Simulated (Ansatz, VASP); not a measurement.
One calculation of Sn3P4, two programs

```
Sn P
1.0
     3.49533    2.01803    4.20766
    -3.49533    2.01803    4.20766
     0.00000   -4.03606    4.20766
Sn P
3 4
Direct
  0.70545 0.70545 0.70545
  0.29455 0.29455 0.29455
  0.00000 0.00000 0.00000
  0.00000 0.00000 0.50000
  0.50000 0.00000 0.00000
  0.00000 0.50000 0.00000
  0.50000 0.50000 0.50000
```

Alike in both runs: functional PBE; k mesh 6 × 6 × 6; occupations gaussian, width 0.1 eV; no spin polarisation.

Ansatz relaxed the structure, and its values are those at the end. VASP's run is a single point on that final structure, the one shown.

|  | VASP | Ansatz |
| --- | --- | --- |
| version | VASP 6.6.1 | Ansatz 0.2.0 |
| potentials or method | VASP PAW PBE potentials, release 64 (Sn_d, P), cutoff 520 eV | scalar-relativistic, plane waves, PAW |
| valence electrons in the cell | 62 | 62 |

Ansatz gave:

* gap on the k mesh at the Fermi level (eV): none
* pressure (GPa): 0.0

Q: Which values does VASP return?

A: gap on the k mesh at the Fermi level (eV): none; pressure (GPa): -0.1.

A gap of «none» marks a metal or a gap that the smearing closes. With one functional, cell and mesh, what is left measures potentials, basis and numerics.
